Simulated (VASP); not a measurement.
The system is Li.

```
Li
1.0
    -1.75465    1.75465    1.75465
     1.75465   -1.75465    1.75465
     1.75465    1.75465   -1.75465
Li
1
Direct
  0.00000 0.00000 0.00000
```

```yaml
Program: VASP 6.6.1
Task: relaxation of cell and atoms
Functional: LDA
Potentials_or_basis: VASP PAW LDA potentials, release 64 (Li_sv)
Cutoff: 600 eV
k_mesh: 11 × 11 × 11
Occupations: fermi-dirac, width 0.05 eV
Spin: no spin polarisation
```

At the start: pressure -1.7 GPa; volume 21.61 Å³/atom.

Where does the relaxation end?

Over 5 steps the energy falls by 17.0 meV/atom and the volume is 18.73 Å³/atom (-13.3 %); space group Im-3m (No. 229, to 0.05 Å).

Step by step:
| step | energy change (eV) | largest force (eV/Å) | pressure (GPa) | volume (Å³) |
| --- | --- | --- | --- | --- |
| 1 | 0.0000 | 0.0000 | -1.69 | 21.61 |
| 2 | -0.0068 | 0.0000 | -1.39 | 20.90 |
| 3 | -0.0162 | 0.0000 | -0.46 | 19.33 |
| 4 | -0.0170 | 0.0000 | 0.06 | 18.66 |
| 5 | -0.0170 | 0.0000 | -0.01 | 18.73 |

Final structure:
```
Li
1.0
    -1.67307    1.67307    1.67307
     1.67307   -1.67307    1.67307
     1.67307    1.67307   -1.67307
Li
1
Direct
  0.00000 0.00000 0.00000
```

The cell as given is a measured one (21.61 Å³/atom); LDA puts the equilibrium volume -13.3 % from it, thermal expansion not counted.

Caveat: the cutoff is under 1.25 times the usual one of these potentials, so pressure, stress and relaxed cells hold a basis-set (Pulay) error; the volume moved by -13 % from the deposited cell, more than functionals usually miss.
